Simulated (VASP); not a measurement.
# P (R-3m) in VASP: notebook

The runs below take P through single point, with PBEsol.

Everything below comes from runs of VASP 6.6.1. Logs are shortened: lines on timing, memory, paths and dates and some standing lists are left out, and cuts for length are marked.

### Step 1. The cell of the first run

It takes space group R-3m (No. 166, trigonal). Conventional cell: a = 3.381 Å, b = 3.381 Å, c = 9.197 Å, α = 90.00°, β = 90.00°, γ = 120.00°. P (site symmetry 3m) has 6 P at 2.25 to 2.76 Å within 3.0 Å.

### Step 2. Single point, PBEsol

File INCAR:

```
ALGO = Normal
EDIFF = 1E-6
ENCUT = 520
GGA = PS
ISIF = 2
ISMEAR = -1
LASPH = True
LCHARG = True
LELF = True
LREAL = False
LVHAR = True
LWAVE = False
NBANDS = 12
NELM = 100
PREC = Accurate
SIGMA = 0.1
```

File KPOINTS:

```
k-points
0
Gamma
  8 8 8
```

File POSCAR:

```
P
1.0
    1.6904964138      0.9760085623      3.0657910625
   -1.6904964138      0.9760085623      3.0657910625
    0.0000000000     -1.9520171148      3.0657910625
P
2
Direct
    0.2270802500      0.2270802500      0.2270802500
    0.7729197500      0.7729197500      0.7729197500
```

Potentials or basis: VASP PAW PBE potentials, release 64 (P).

The run is started by

```
cat potpaw_PBE.64/P/POTCAR > POTCAR
mpirun -np 1 vasp_std > vasp.out
```

OUTCAR:

```text
EDIFF = 1E-6
   ENCUT = 520
   GGA = PS
   ISIF = 2
   ISMEAR = -1
   LASPH = True
   LREAL = False
   NELM = 100
   PREC = Accurate

 ion  position               nearest neighbor table
   1  0.227  0.227  0.227-   2 2.25   2 2.25   2 2.25   2 2.76   2 2.76   2 2.76
   2  0.773  0.773  0.773-   1 2.25   1 2.25   1 2.25   1 2.76   1 2.76   1 2.76

  LATTYP: Found a trigonal (rhomboedric) cell.
 ALAT       =     3.6344801111
 COS(alpha) =     0.5673129373

  Lattice vectors:

 A1 = (   1.6904964138,   0.9760085623,   3.0657910625)
 A2 = (  -1.6904964138,   0.9760085623,   3.0657910625)
 A3 = (   0.0000000000,  -1.9520171148,   3.0657910625)

Analysis of symmetry for initial positions (statically):
=====================================================================
 Subroutine PRICEL returns:
 Original cell was already a primitive cell.

 Routine SETGRP: Setting up the symmetry group for a
 trigonal (rhombohedral) supercell.

 Subroutine GETGRP returns: Found 12 space group operations
 (whereof 12 operations were pure point group operations)
 out of a pool of 12 trial point group operations.

The static configuration has the point symmetry D_3d.

Analysis of symmetry for dynamics (positions and initial velocities):
=====================================================================
 Subroutine PRICEL returns:
 Original cell was already a primitive cell.

 Routine SETGRP: Setting up the symmetry group for a
 trigonal (rhombohedral) supercell.

 Subroutine GETGRP returns: Found 12 space group operations
 (whereof 12 operations were pure point group operations)
 out of a pool of 12 trial point group operations.

The dynamic configuration has the point symmetry D_3d.

 Subroutine INISYM returns: Found 12 space group operations
 (whereof 12 operations are pure point group operations),
 and found     1 'primitive' translations

----------------------------------------------------------------------------------------

                                     Primitive cell

  volume of cell :      30.3502

  direct lattice vectors                    reciprocal lattice vectors
     1.690496414  0.976008562  3.065791063     0.295771110  0.170763530  0.108726696
    -1.690496414  0.976008562  3.065791063    -0.295771110  0.170763530  0.108726696
     0.000000000 -1.952017115  3.065791063     0.000000000 -0.341527060  0.108726697

  length of vectors
     3.634480111  3.634480111  3.634480108     0.358416276  0.358416276  0.358416276

  position of ions in fractional coordinates (direct lattice)
[... 83 lines left out ...]
   IBRION =     -1    ionic relax: 0-MD 1-quasi-New 2-CG
   NFREE  =      0    steps in history (QN), initial steepest desc. (CG)
   ISIF   =      2    stress and relaxation
   ISYM   =      2    0-nonsym 1-usesym 2-fastsym
   POTIM  = 0.5000    time-step for ionic-motion
   TEBEG  =    0.0;   TEEND  =   0.0 temperature during run
   PSTRESS=    0.0 pullay stress
   NELECT =      10.0000    total number of electrons
   NUPDOWN=      -1.0000    fix difference up-down
   EMIN   =  10.00;   EMAX   =-10.00  energy-range for DOS
   EFERMI =   0.00;   METHOD = LEGACY
   ISMEAR =    -1;   SIGMA  =   0.10  broadening in eV -4-tet -1-fermi 0-gaus
   EFERMI_NEDOS =   21; number of points for ismear=-14 and -15
   IALGO  =     38    algorithm
   IMIX   =      4    mixing-type and parameters
     AMIX     =   0.40;   BMIX     =  1.00
     AMIX_MAG =   1.60;   BMIX_MAG =  1.00
  volume/ion in A,a.u.               =      15.18       102.41
  Fermi-wavevector in a.u.,A,eV,Ry     =   1.130718  2.136747 17.395361  1.278523
  Thomas-Fermi vector in A             =   2.267415
   LORBIT       =      0    0 simple, 1 ext, 2 COOP (PROOUT), +10 PAW based schemes
   GGA     = PS    functional components
   LHFCALC =     F    Hartree Fock is set to
   AEXX    =    0.0000 exact exchange contribution
   IVDW    =     0    specifies the selected vdW correction
   LEPSILON=     F    determine dielectric tensor
   LRPA    =     F    only Hartree local field effects (RPA)
 non-spin polarized calculation
  energy-cutoff  :      520.00
  volume of cell :       30.35
 maximum number of plane-waves:       834
   NGX = 13   NGY = 13   NGZ = 13

 number of electron      10.0000000 magnetization

 Free energy of the ion-electron system (eV)
  ---------------------------------------------------
  ext. energy  EPLUGINS =         0.00000000
  ---------------------------------------------------
  free energy    TOTEN  =       -11.55582406 eV

  energy without entropy =      -11.54151224  energy(sigma->0) =      -11.54866815

 E-fermi :   9.7665     XC(G=0): -11.1424

 val. band max:        9.7332004250   @ k =   0.3750   0.3750   0.0000
 cond. band min:       9.8101551133   @ k =  -0.3750   0.1250   0.0000
 fundamental gap:      0.0769546883
 Fermi energy:         9.7665324653

 k-point     1 :       0.0000    0.0000    0.0000
  band No.  band energies     occupation
      1      -7.3888      2.00000
      2       6.4418      2.00000
      3       6.6002      2.00000
      4       6.7830      2.00000
      5       6.7830      2.00000
      6      11.1446      0.00000
      7      12.4338      0.00000
      8      12.4338      0.00000
      9      15.5617      0.00000
     10      15.5617      0.00000
     11      16.8456      0.00000
     12      16.8456      0.00000
[... 331 lines left out ...]
 k-point    24 :       0.3750    0.1250    0.1250
  band No.  band energies     occupation
      1      -5.8814      2.00000
      2       1.0379      2.00000
      3       4.0381      2.00000
      4       6.3838      2.00000
      5       9.8248      0.71669
      6      10.5450      0.00083
      7      10.6192      0.00040
      8      13.6995      0.00000
      9      15.2957      0.00000
     10      16.0476      0.00000
     11      17.9419      0.00000
     12      21.7226      0.00000

 [... further k-points ...]
[... 5 lines left out ...]
  --------------------------------------------------------------------------------------
  -------------------------------------------------------------------------------------
  Total        0.9256072      0.9256072      0.3519058      0.0000000      0.0000000      0.0000000
  in kB       48.8624924     48.8624923     18.5769877      0.0000000      0.0000000      0.0000000
  external PRESSURE =      38.7673241 kB  Pullay stress =       0.0000000 kB

 VOLUME and BASIS-vectors are now :
 -----------------------------------------------------------------------------
  energy-cutoff  :      520.00
  volume of cell :       30.35
      direct lattice vectors                 reciprocal lattice vectors
     1.690496414  0.976008562  3.065791063     0.295771110  0.170763530  0.108726696
    -1.690496414  0.976008562  3.065791063    -0.295771110  0.170763530  0.108726696
     0.000000000 -1.952017115  3.065791063     0.000000000 -0.341527060  0.108726697

 POSITION                                       TOTAL-FORCE (eV/Angst)
 -----------------------------------------------------------------------------------
      0.00000      0.00000      2.08854         0.000000      0.000000      0.637856
      0.00000      0.00000      7.10883         0.000000     -0.000000     -0.637856
 -----------------------------------------------------------------------------------
    total drift:                                0.000000     -0.000000     -0.000000

  FREE ENERGIE OF THE ION-ELECTRON SYSTEM (eV)
  ---------------------------------------------------
  free  energy   TOTEN  =       -11.5558240562 eV

  energy  without entropy=      -11.5415122372  energy(sigma->0) =      -11.54866815
```

stdout:

```text
POSCAR found type information on POSCAR P
 POSCAR found :  1 types and       2 ions
 scaLAPACK will be used
 -----------------------------------------------------------------------------
|                                                                             |
|                                                                             |
|     You enforced a specific xc type in the INCAR file but a different       |
|     I HOPE YOU KNOW WHAT YOU ARE DOING!                                     |
|                                                                             |
 -----------------------------------------------------------------------------

 LDA part: xc-table for (Slater+PW92), standard interpolation
 POSCAR, INCAR and KPOINTS ok, starting setup
 FFT: planning ... GRIDC
 FFT: planning ... GRID_SOFT
 FFT: planning ... GRID
 WAVECAR not read
 entering main loop
```

It took 19 s on 1 thread of AMD EPYC 7R13 (Zen 3), shared host; peak memory 0.12 GiB.

Results:

```
Free energy            : -11.5558 eV
Pressure               : 3.9 GPa
Largest force          : 0.638 eV/Å
Band gap on the k mesh : zero (band 5 reaches 10.05 eV, above the bottom of band 6 at 9.44 eV)
```

Forces in eV/Å, atoms in the order of the input:
```
P    0.000  0.000  0.638
P    0.000  0.000 -0.638
```

Caveat: the PAW data sets were made with another functional, which shifts forces and pressure a little.

### Step 3. Single point, PBEsol

This run uses another cell than the first one, of 15.66 Å³/atom, 1.032 times its volume.

File INCAR:

```
SYSTEM = P
PREC = Accurate
ENCUT = 520
EDIFF = 1E-6
ISMEAR = -1
SIGMA = 0.1
LREAL = .False.
LASPH = .True.
NELM = 60
ALGO = Normal
ISIF = 2
LWAVE = .False.
LCHARG = .False.
GGA = PS
NBANDS = 12
```

File KPOINTS:

```
regular mesh
0
Gamma
  8 8 8
  0 0 0
```

File POSCAR:

```
P
1.0
    1.7082924207      0.9862830917      3.0980649191
   -1.7082924207      0.9862830917      3.0980649191
    0.0000000000     -1.9725661734      3.0980649191
P
2
Direct
    0.2270802500      0.2270802500      0.2270802500
    0.7729197500      0.7729197500      0.7729197500
```

Potentials or basis: VASP PAW PBE potentials, release 64 (P).

The run is started by

```
cat potpaw_PBE.64/P/POTCAR > POTCAR
mpirun -np 1 vasp_std > vasp.out
```

Wall time 19 s (1 thread of AMD EPYC 7R13 (Zen 3), shared host); peak memory 0.12 GiB.

The run converged. Its results:

* Free energy: -11.5698 eV
* Pressure: 0.8 GPa
* Largest force: 0.433 eV/Å
* Band gap on the k mesh: zero (band 5 reaches 9.56 eV, above the bottom of band 6 at 9.12 eV)

Forces in eV/Å, atoms in the order of the input:
```
P    0.000  0.000  0.433
P    0.000  0.000 -0.433
```

Stress tensor (GPa, compression positive):
```
 1.41  0.00  0.00
 0.00  1.41  0.00
 0.00  0.00 -0.38
```

Levels at points of the mesh, in eV from the Fermi level:
```
           k point  band 1  band 2  band 3  band 4  band 5  band 6  band 7  band 8  band 9  band 10
(0.00, 0.00, 0.00)  -16.85   -3.40   -3.25   -2.95   -2.95    1.32    2.63    2.63    5.76     5.76
(0.50, 0.00, 0.00)  -13.29  -12.14   -3.96   -3.49   -0.77   -0.22    0.16    0.47    8.75     9.80
(0.50, 0.50, 0.00)  -13.00  -10.25   -6.93   -5.59   -5.58   -0.19    6.34    7.69    8.64     9.00
(0.50, 0.50, 0.50)  -14.82  -11.16   -2.89   -2.89   -0.20   -0.20    0.23    2.43    8.69     9.46
```

Caveat: the PAW data sets were made with another functional, which shifts forces and pressure a little.

### Step 4. Single point, PBEsol

This run uses another cell than the first one, of 16.14 Å³/atom, 1.064 times its volume.

File INCAR:

```
PREC = Accurate ; ENCUT = 520
EDIFF = 1E-7 ; ISMEAR = -1
SIGMA = 0.1 ; LREAL = F
LASPH = T ; NELM = 80
ALGO = Normal ; ISIF = 2
LWAVE = F ; LCHARG = F
GGA = PS ; NBANDS = 12
```

File KPOINTS:

```
Automatic mesh
0
Gamma
  8 8 8
```

File POSCAR:

```
P
1.0
    1.7257251800      0.9963479000      3.1296800100
   -1.7257251800      0.9963479000      3.1296800100
    0.0000000000     -1.9926957900      3.1296800100
P
2
Direct
    0.2270802500      0.2270802500      0.2270802500
    0.7729197500      0.7729197500      0.7729197500
```

The run is started by

```
cat potpaw_PBE.64/P/POTCAR > POTCAR
mpirun -np 1 vasp_std > vasp.out
```

Wall time 21 s (1 thread of AMD EPYC 7R13 (Zen 3), shared host); peak memory 0.13 GiB.

It converged, with:

- Free energy: -11.5670 eV
- Pressure: -1.7 GPa
- Largest force: 0.231 eV/Å
- Band gap on the k mesh: zero (band 5 reaches 9.13 eV, above the bottom of band 6 at 8.66 eV)

Forces in eV/Å, atoms in the order of the input:
```
P    0.000  0.000  0.231
P    0.000  0.000 -0.231
```

Stress tensor (GPa, compression positive):
```
-1.45  0.00  0.00
 0.00 -1.45  0.00
 0.00  0.00 -2.31
```

Levels at points of the mesh, in eV from the Fermi level:
| k point | band 3 | band 4 | band 5 | band 6 | band 7 | band 8 |
| --- | --- | --- | --- | --- | --- | --- |
| (0.00, 0.00, 0.00) | -3.16 | -2.89 | -2.89 | 1.30 | 2.61 | 2.61 |
| (0.50, 0.00, 0.00) | -3.86 | -3.40 | -0.70 | -0.27 | 0.12 | 0.52 |
| (0.50, 0.50, 0.00) | -6.84 | -5.43 | -5.42 | -0.03 | 6.12 | 7.47 |
| (0.50, 0.50, 0.50) | -2.81 | -2.81 | -0.15 | -0.15 | 0.10 | 2.30 |

Caveat: the PAW data sets were made with another functional, which shifts forces and pressure a little.

[end of part 1 of 2]
